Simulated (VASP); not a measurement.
# MgSi2N2 (P-3m1) in VASP: a series of runs

Runs on MgSi2N2. Level: PBE. Tasks: single point.

Everything below comes from runs of VASP 6.6.1. Logs are shortened: lines on timing, memory, paths and dates and some standing lists are left out, and cuts for length are marked.

## (1) The cell of the first run

Symmetry: P-3m1, No. 164, trigonal system. The conventional cell has a = 4.111 Å, b = 4.111 Å, c = 4.439 Å, α = 90.00°, β = 90.00°, γ = 120.00°. Mg (site symmetry -3m) has 6 N at 2.37 Å and 6 Si at 2.82 Å within 3.1 Å. Si (site symmetry 3m) has 1 N at 1.54 Å within 2.0 Å. N (site symmetry 3m) has 1 Si at 1.54 Å within 2.0 Å.

## (2) Single point, PBE

INCAR

```
ALGO = Normal
EDIFF = 1E-6
ENCUT = 520
GGA = PE
ISIF = 2
ISMEAR = 0
LASPH = True
LCHARG = False
LREAL = False
LWAVE = False
NBANDS = 18
NELM = 60
PREC = Accurate
SIGMA = 0.1
```

KPOINTS

```
k-points
0
Gamma
  6 6 4
```

POSCAR

```
MgSi2N2
1.0
    4.1114984100      0.0000000000      0.0000000000
   -2.0557492100      3.5606620700      0.0000000000
    0.0000000000      0.0000000000      4.4391881200
Mg Si N
1 2 2
Direct
    0.0000000000      0.0000000000      0.0000000000
    0.3333333300      0.6666666700      0.3446297500
    0.6666666700      0.3333333300      0.6553702500
    0.3333333300      0.6666666700      0.9983480300
    0.6666666700      0.3333333300      0.0016519700
```

Potentials or basis: VASP PAW PBE potentials, release 64 (Mg, Si, N).

Command:

```console
$ cat potpaw_PBE.64/Mg/POTCAR potpaw_PBE.64/Si/POTCAR potpaw_PBE.64/N/POTCAR > POTCAR
$ mpirun -np 1 vasp_std > vasp.out
```

OUTCAR:

```text
EDIFF = 1E-6
   ENCUT = 520
   GGA = PE
   ISIF = 2
   ISMEAR = 0
   LASPH = True
   LREAL = False
   NELM = 60
   PREC = Accurate

 ion  position               nearest neighbor table
   1  0.000  0.000  0.000-   4 2.37   5 2.37   5 2.37   4 2.37   5 2.37   4 2.37   2 2.82   3 2.82
                             2 2.82   3 2.82   3 2.82   2 2.82
   2  0.333  0.667  0.345-   4 1.54   3 2.75   3 2.75   3 2.75   1 2.82   1 2.82   1 2.82
   3  0.667  0.333  0.655-   5 1.54   2 2.75   2 2.75   2 2.75   1 2.82   1 2.82   1 2.82
   4  0.333  0.667  0.998-   2 1.54   1 2.37   1 2.37   1 2.37
   5  0.667  0.333  0.002-   3 1.54   1 2.37   1 2.37   1 2.37

  LATTYP: Found a hexagonal cell.
 ALAT       =     4.1114984100
 C/A-ratio  =     1.0797007994

  Lattice vectors:

 A1 = (   4.1114984100,   0.0000000000,   0.0000000000)
 A2 = (  -2.0557492100,   3.5606620700,   0.0000000000)
 A3 = (   0.0000000000,   0.0000000000,   4.4391881200)

Analysis of symmetry for initial positions (statically):
=====================================================================
 Subroutine PRICEL returns:
 Original cell was already a primitive cell.

 Routine SETGRP: Setting up the symmetry group for a
 hexagonal supercell.

 Subroutine GETGRP returns: Found 12 space group operations
 (whereof 12 operations were pure point group operations)
 out of a pool of 24 trial point group operations.

The static configuration has the point symmetry D_3d.

Analysis of symmetry for dynamics (positions and initial velocities):
=====================================================================
 Subroutine PRICEL returns:
 Original cell was already a primitive cell.

 Routine SETGRP: Setting up the symmetry group for a
 hexagonal supercell.

 Subroutine GETGRP returns: Found 12 space group operations
 (whereof 12 operations were pure point group operations)
 out of a pool of 24 trial point group operations.

The dynamic configuration has the point symmetry D_3d.

 Subroutine INISYM returns: Found 12 space group operations
 (whereof 12 operations are pure point group operations),
 and found     1 'primitive' translations

----------------------------------------------------------------------------------------

                                     Primitive cell

  volume of cell :      64.9882

  direct lattice vectors                    reciprocal lattice vectors
     4.111498410  0.000000000  0.000000000     0.243220330  0.140423323  0.000000000
    -2.055749210  3.560662070  0.000000000     0.000000000  0.280846646  0.000000000
     0.000000000  0.000000000  4.439188120     0.000000000  0.000000000  0.225266417

  length of vectors
     4.111498410  4.111498412  4.439188120     0.280846646  0.280846646  0.225266417

  position of ions in fractional coordinates (direct lattice)
     0.000000000  0.000000000  0.000000000
     0.333333330  0.666666670  0.344629750
     0.666666670  0.333333330  0.655370250
     0.333333330  0.666666670  0.998348030
     0.666666670  0.333333330  0.001651970

  ion indices of the primitive-cell ions
   primitive index   ion index
                 1           1
                 2           2
                 3           3
                 4           4
                 5           5

----------------------------------------------------------------------------------------

 KPOINTS: k-points

Automatic generation of k-mesh.
 Grid dimensions read from file:
 generate k-points for:    6    6    4

 Generating k-lattice:

  Cartesian coordinates                     Fractional coordinates (reciprocal lattice)
     0.040536722  0.023403887  0.000000000     0.166666667  0.000000000  0.000000000
     0.000000000  0.046807774  0.000000000     0.000000000  0.166666667  0.000000000
     0.000000000  0.000000000  0.056316604     0.000000000  0.000000000  0.250000000

  Length of vectors
     0.046807774  0.046807774  0.056316604

  Shift w.r.t. Gamma in fractional coordinates (k-lattice)
     0.000000000  0.000000000  0.000000000

 Subroutine IBZKPT returns following result:
 ===========================================

 Found     24 irreducible k-points:

 Following reciprocal coordinates:
            Coordinates               Weight
  0.000000  0.000000  0.000000      1.000000
  0.166667 -0.000000  0.000000      6.000000
  0.333333 -0.000000  0.000000      6.000000
  0.500000 -0.000000  0.000000      3.000000
  0.166667  0.166667  0.000000      6.000000
  0.333333  0.166667  0.000000     12.000000
[... 16 lines left out ...]
  0.333333  0.166667  0.500000     12.000000
  0.333333  0.333333  0.500000      2.000000
   k-points           NKPTS =     24   k-points in BZ     NKDIM =     24   number of bands    NBANDS=     18
   number of dos      NEDOS =    301   number of ions     NIONS =      5
   total plane-waves  NPLWV =  36864
   dimension x,y,z NGX =    32 NGY =   32 NGZ =   36
   dimension x,y,z NGXF=    64 NGYF=   64 NGZF=   72
   ions per type =               1   2   2
   NGX,Y,Z   is equivalent  to a cutoff of  12.94, 12.94, 13.48 a.u.
   NGXF,Y,Z  is equivalent  to a cutoff of  25.88, 25.88, 26.96 a.u.
 SYSTEM =  unknown system
   PREC   = accura    normal or accurate (medium, high low for compatibility)
   ISTART =      0    job   : 0-new  1-cont  2-samecut
   ICHARG =      2    charge: 1-file 2-atom 10-const
   ISPIN  =      1    spin polarized calculation?
   LNONCOLLINEAR =      F non collinear calculations
   LSORBIT =      F    spin-orbit coupling
   LASPH  =      T    aspherical Exc in radial PAW
   ENCUT  =  520.0 eV  38.22 Ry    6.18 a.u.   7.64  7.64  8.25*2*pi/ulx,y,z
   NELM   =     60;   NELMIN=  2; NELMDL= -5     # of ELM steps
   EDIFF  = 0.1E-05   stopping-criterion for ELM
   LREAL  =      F    real-space projection
   EDIFFG = 0.1E-04   stopping-criterion for IOM
   NSW    =      0    number of steps for IOM
   IBRION =     -1    ionic relax: 0-MD 1-quasi-New 2-CG
   NFREE  =      0    steps in history (QN), initial steepest desc. (CG)
   ISIF   =      2    stress and relaxation
   ISYM   =      2    0-nonsym 1-usesym 2-fastsym
   POTIM  = 0.5000    time-step for ionic-motion
   TEBEG  =    0.0;   TEEND  =   0.0 temperature during run
   PSTRESS=    0.0 pullay stress
   NELECT =      20.0000    total number of electrons
   NUPDOWN=      -1.0000    fix difference up-down
   EMIN   =  10.00;   EMAX   =-10.00  energy-range for DOS
   EFERMI =   0.00;   METHOD = LEGACY
   ISMEAR =     0;   SIGMA  =   0.10  broadening in eV -4-tet -1-fermi 0-gaus
   EFERMI_NEDOS =   21; number of points for ismear=-14 and -15
   IALGO  =     38    algorithm
   IMIX   =      4    mixing-type and parameters
     AMIX     =   0.40;   BMIX     =  1.00
     AMIX_MAG =   1.60;   BMIX_MAG =  1.00
  volume/ion in A,a.u.               =      13.00        87.71
  Fermi-wavevector in a.u.,A,eV,Ry     =   1.105283  2.088681 16.621554  1.221650
  Thomas-Fermi vector in A             =   2.241768
   LORBIT       =      0    0 simple, 1 ext, 2 COOP (PROOUT), +10 PAW based schemes
   GGA     = PE    functional components
   LHFCALC =     F    Hartree Fock is set to
   AEXX    =    0.0000 exact exchange contribution
   IVDW    =     0    specifies the selected vdW correction
   LEPSILON=     F    determine dielectric tensor
   LRPA    =     F    only Hartree local field effects (RPA)
 non-spin polarized calculation
 Gauss-broadening in eV      SIGMA  =   0.10
  energy-cutoff  :      520.00
  volume of cell :       64.99
 maximum number of plane-waves:      1774
 NGX is ok and might be reduce to    32
   NGX = 15   NGY = 15   NGZ = 17

 number of electron      20.0000000 magnetization

 Free energy of the ion-electron system (eV)
  ---------------------------------------------------
  ext. energy  EPLUGINS =         0.00000000
  ---------------------------------------------------
  free energy    TOTEN  =       -25.04194560 eV

  energy without entropy =      -25.03316696  energy(sigma->0) =      -25.03755628

 E-fermi :   5.9118     XC(G=0): -10.4166

 val. band max:        5.9080231014   @ k =   0.3333   0.1667   0.0000
 cond. band min:       6.0654148996   @ k =   0.1667   0.1667   0.2500
 fundamental gap:      0.1573917983
 Fermi energy:         5.9117692029

 k-point     1 :       0.0000    0.0000    0.0000
  band No.  band energies     occupation
      1     -11.0348      2.00000
      2      -7.6771      2.00000
      3      -1.6388      2.00000
      4      -0.0399      2.00000
      5       1.0089      2.00000
      6       1.0089      2.00000
[... 10 lines left out ...]
     17      13.1178      0.00000
     18      13.1178      0.00000

 k-point     2 :       0.1667   -0.0000    0.0000
  band No.  band energies     occupation
      1     -10.8640      2.00000
      2      -7.9288      2.00000
      3      -1.4028      2.00000
      4      -0.0739      2.00000
      5       0.7015      2.00000
      6       1.1210      2.00000
[... 10 lines left out ...]
     17      12.6490      0.00000
     18      13.0007      0.00000

 k-point     3 :       0.3333   -0.0000    0.0000
  band No.  band energies     occupation
      1     -10.4058      2.00000
      2      -8.5391      2.00000
      3      -0.7955      2.00000
      4       0.0079      2.00000
      5       0.2537      2.00000
      6       0.9961      2.00000
[... 10 lines left out ...]
     17      13.5770      0.00000
     18      14.8502      0.00000

 k-point     4 :       0.5000   -0.0000    0.0000
  band No.  band energies     occupation
      1     -10.0088      2.00000
      2      -9.0079      2.00000
      3      -0.4221      2.00000
      4       0.0750      2.00000
      5       0.2285      2.00000
      6       0.9158      2.00000
[... 375 lines left out ...]
      4       0.3376      2.00000
      5       0.7641      2.00000
      6       1.7250      2.00000
[... 10 lines left out ...]
     17      13.3309      0.00000
     18      15.7727      0.00000

 k-point    23 :       0.3333    0.1667    0.5000
  band No.  band energies     occupation
      1      -9.8792      2.00000
      2      -8.9040      2.00000
      3      -2.2081      2.00000
      4      -0.5727      2.00000
      5      -0.1363      2.00000
      6       2.0296      2.00000
[... 10 lines left out ...]
     17      14.4959      0.00000
     18      15.0237      0.00000

 k-point    24 :       0.3333    0.3333    0.5000
  band No.  band energies     occupation
      1      -9.3983      2.00000
      2      -9.3983      2.00000
      3      -1.3734      2.00000
      4      -1.3734      2.00000
      5      -0.5572      2.00000
      6       2.3684      2.00000
[... 10 lines left out ...]
     17      12.2810      0.00000
     18      15.1015      0.00000

------------------------ aborting loop because EDIFF is reached ----------------------------------------

  FORCE on cell =-STRESS in cart. coord.  units (eV):
  Direction    XX          YY          ZZ          XY          YZ          ZX
  --------------------------------------------------------------------------------------
  -------------------------------------------------------------------------------------
  Total        1.2753000      1.2753000     20.8755269     -0.0000000      0.0000000      0.0000000
  in kB       31.4404313     31.4404313    514.6519159     -0.0000000      0.0000000      0.0000000
  external PRESSURE =     192.5109262 kB  Pullay stress =       0.0000000 kB

 VOLUME and BASIS-vectors are now :
 -----------------------------------------------------------------------------
  energy-cutoff  :      520.00
  volume of cell :       64.99
      direct lattice vectors                 reciprocal lattice vectors
     4.111498410  0.000000000  0.000000000     0.243220330  0.140423323  0.000000000
    -2.055749210  3.560662070  0.000000000     0.000000000  0.280846646  0.000000000
     0.000000000  0.000000000  4.439188120     0.000000000  0.000000000  0.225266417

 POSITION                                       TOTAL-FORCE (eV/Angst)
 -----------------------------------------------------------------------------------
      0.00000      0.00000      0.00000         0.000000      0.000000      0.000000
     -0.00000      2.37377      1.52988         0.000000     -0.000000      7.684231
      2.05575      1.18689      2.90931         0.000000      0.000000     -7.684231
     -0.00000      2.37377      4.43185         0.000000      0.000000     -4.179557
      2.05575      1.18689      0.00733        -0.000000     -0.000000      4.179557
 -----------------------------------------------------------------------------------
    total drift:                               -0.000000      0.000000      0.000000

  FREE ENERGIE OF THE ION-ELECTRON SYSTEM (eV)
  ---------------------------------------------------
  free  energy   TOTEN  =       -25.0419456002 eV

  energy  without entropy=      -25.0331669554  energy(sigma->0) =      -25.03755628
```

It took 41 s on 1 thread of AMD EPYC 7R43 (Zen 3), shared host; peak memory 0.16 GiB.

Results:

* Free energy: -25.0419 eV
* Pressure: 19.3 GPa
* Largest force: 7.684 eV/Å
* Band gap on the k mesh: zero (band 10 reaches 7.87 eV, above the bottom of band 11 at 5.91 eV)

Forces on the atoms (eV/Å):
```
Mg   0.000  0.000  0.000
Si   0.000  0.000  7.684
Si   0.000  0.000 -7.684
N    0.000  0.000 -4.180
N    0.000  0.000  4.180
```

Caveat: forces of over 1 eV/Å act on the atoms, so gaps and moduli don't describe the material at rest.

## (3) Single point, PBE

This run uses another cell than the first one, of 13.94 Å³/atom, 1.073 times its volume.

INCAR

```
SYSTEM = MgSi2N2
PREC     = Accurate       ! precision mode
ENCUT    = 520            ! plane-wave cutoff, eV
EDIFF    = 1E-7           ! SCF threshold, eV
ISMEAR   = 0              ! smearing method
SIGMA    = 0.1            ! smearing width, eV
LREAL    = .FALSE.        ! projectors in reciprocal space
LASPH    = .TRUE.         ! aspherical terms in the spheres
NELM     = 60             ! most SCF steps
ALGO     = Normal         ! electronic algorithm
ISIF     = 2              ! what is computed and relaxed
LWAVE    = .FALSE.        ! write WAVECAR
LCHARG   = .TRUE.         ! write CHGCAR
GGA      = PE             ! functional
LELF     = .TRUE.         ! ELF
LVHAR    = .TRUE.       
NBANDS   = 18             ! bands
```

KPOINTS

```
regular mesh
0
G
  6 6 4
  0 0 0
```

POSCAR

```
MgSi2N2
1.0
    3.4002711230      0.0000000024      0.0000000000
   -1.7001355636      2.9447211711      0.0000000000
    0.0000000000      0.0000000000      6.9613389887
Mg Si N
1 2 2
Direct
    0.0000000000      0.0000000000      0.0000000000
    0.3333333333      0.6666666667      0.3962185641
    0.6666666667      0.3333333333      0.6037814359
    0.3333333333      0.6666666667      1.1627481867
    0.6666666667      0.3333333333     -0.1627481867
```

Potentials or basis: VASP PAW PBE potentials, release 64 (Mg, Si, N).

Command:

```console
$ cat potpaw_PBE.64/Mg/POTCAR potpaw_PBE.64/Si/POTCAR potpaw_PBE.64/N/POTCAR > POTCAR
$ mpirun -np 1 vasp_std > vasp.out
```

It took 39 s on 1 thread of AMD EPYC 7R43 (Zen 3), shared host; peak memory 0.17 GiB.

The run converged. Its results:

- Free energy: -29.6915 eV
- Pressure: -0.1 GPa
- Largest force: 0.076 eV/Å
- Band gap on the k mesh: zero (band 10 reaches 6.14 eV, above the bottom of band 11 at 3.38 eV)

Forces in eV/Å, atoms in the order of the input:
```
Mg   0.000  0.000  0.000
Si   0.000  0.000  0.076
Si   0.000  0.000 -0.076
N    0.000  0.000 -0.066
N    0.000  0.000  0.066
```

Stress tensor (GPa, compression positive):
```
-0.29  0.00  0.00
 0.00 -0.29  0.00
 0.00  0.00  0.17
```

Levels at points of the mesh, in eV from the Fermi level:
| k point | band 8 | band 9 | band 10 | band 11 | band 12 | band 13 |
| --- | --- | --- | --- | --- | --- | --- |
| (0.00, 0.00, 0.00) | -0.26 | -0.26 | 1.91 | 2.91 | 2.91 | 5.57 |
| (0.50, 0.00, 0.00) | -1.63 | -1.27 | -0.70 | 1.01 | 3.00 | 3.94 |
| (0.00, 0.00, 0.50) | -0.47 | -0.47 | 0.84 | 3.01 | 3.01 | 5.78 |
| (0.50, 0.00, 0.50) | -2.00 | -1.48 | -1.29 | 1.40 | 2.97 | 4.24 |

(Continued in part 2 of 2.)
